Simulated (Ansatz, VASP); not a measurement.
## Two plane-wave programs on SrCl2

INCAR

```
PREC     = Accurate       # precision mode
ENCUT    = 520            # plane-wave cutoff, eV
EDIFF    = 1E-6           # SCF threshold, eV
ISMEAR   = 0              # smearing method
SIGMA    = 0.05           # smearing width, eV
LREAL    = F              # projectors in reciprocal space
LASPH    = T              # aspherical terms in the spheres
NELM     = 80             # most SCF steps
ALGO     = Normal         # electronic algorithm
ISIF     = 2              # what is computed and relaxed
LWAVE    = F              # write WAVECAR
LCHARG   = F              # write CHGCAR
GGA      = PE             # functional
NBANDS   = 19             # bands
```

Contents of KPOINTS:

```
regular mesh
0
Gamma
  6 6 6
```

Contents of POSCAR:

```
SrCl2
1.0
    0.0000000000      3.4816533984      3.5380561835
    3.4816533984      0.0000000000      3.5380561835
    3.4816533984      3.4816533984      0.0000000000
Sr Cl
1 2
Direct
    0.0000000000      0.0000000000      0.0000000000
    0.2500000000      0.2500000000      0.2500000000
    0.7500000000      0.7500000000      0.7500000000
```

Input for Ansatz:

```yaml
crystal:
  lattice:
    - [0.0, 3.4816533984, 3.5380561835]
    - [3.4816533984, 0.0, 3.5380561835]
    - [3.4816533984, 3.4816533984, 0.0]
  atoms:
    - { symbol: Sr, position: [0.0, 0.0, 0.0] }
    - { symbol: Cl, position: [0.25, 0.25, 0.25] }
    - { symbol: Cl, position: [0.75, 0.75, 0.75] }
basis:
  ecutwfc: 420
kpoints:
  mp_grid: { grid: [6, 6, 6] }
hamiltonian:
  xc: pbe
scf:
  occupations: { method: gaussian, width: 0.05 }
output:
  forces: true
  stress: true
  eigenvalues: true
```

Alike in both runs: task single point; functional PBE; k mesh 6 × 6 × 6; occupations gaussian, width 0.05 eV; no spin polarisation.

|  | VASP | Ansatz |
| --- | --- | --- |
| version | VASP 6.6.1 | Ansatz 0.2.0 |
| potentials or method | VASP PAW PBE potentials, release 64 (Sr_sv, Cl), cutoff 520 eV | scalar-relativistic, plane waves, PAW |
| valence electrons in the cell | 24 | 24 |

|  | VASP | Ansatz | Ansatz less VASP |
| --- | --- | --- | --- |
| gap on the k mesh at the Fermi level (eV) | 5.26 | 5.26 | +0.005 |
| least direct gap on the mesh (eV) | 5.47 | 5.48 | +0.003 |
| pressure (GPa) | 0.7 | 0.6 | -0.08 |
| traceless stress, the component that is largest in VASP (GPa) | -0.54 | -0.54 | -0.003 |
